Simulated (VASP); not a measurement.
Write the native input for VASP 6.6.1 that does the following.

| Quantity | Value |
| --- | --- |
| Task | single point |
| Functional | LDA |
| Potentials or basis | VASP PAW LDA potentials, release 64 (Te, Pb_d) |
| Cutoff | 500 eV |
| k mesh | 10 × 10 × 10 |
| Occupations | gaussian, width 0.02 eV |
| Spin | no spin polarisation |
| Dipole correction | no |
| Further INCAR settings | ALGO = Normal; EDIFF = 1e-06; NBANDS = 17 |

The structure of TePb (kl) lies in POSCAR:

```
TePb
1.0
    0.0000000000      3.1904664676      3.1904664676
    3.1904664676      0.0000000000      3.1904664676
    3.1904664676      3.1904664676      0.0000000000
Te Pb
1 1
Direct
    0.5000000000      0.5000000000      0.5000000000
    0.0000000000      0.0000000000      0.0000000000
```

The input as run:

INCAR

```
SYSTEM = TePb
ALGO = Normal
EDIFF = 1E-6
ENCUT = 500
GGA = CA
GGA_COMPAT = .False.
ISIF = 2
ISMEAR = 0
LASPH = .True.
LCHARG = .False.
LREAL = .False.
LWAVE = .False.
NBANDS = 17
NELM = 120
PREC = Accurate
SIGMA = 0.02
```

KPOINTS

```
k-points
0
Gamma
  10 10 10
  0 0 0
```

Potentials or basis: VASP PAW LDA potentials, release 64 (Te, Pb_d).

Launch:

```console
$ cat potpaw_LDA.64/Te/POTCAR potpaw_LDA.64/Pb_d/POTCAR > POTCAR
$ mpirun -np 1 vasp_std > vasp.out
```

It gave:

- Pressure: 0.1 GPa
- Band gap on the k mesh: 0.55 eV, direct

Caveat: spin-orbit coupling is left out, which moves the levels of the heavy elements.

It took 32 s on 1 thread of Intel Xeon 6975P-C, on a shared host, peak memory 0.2 GiB.
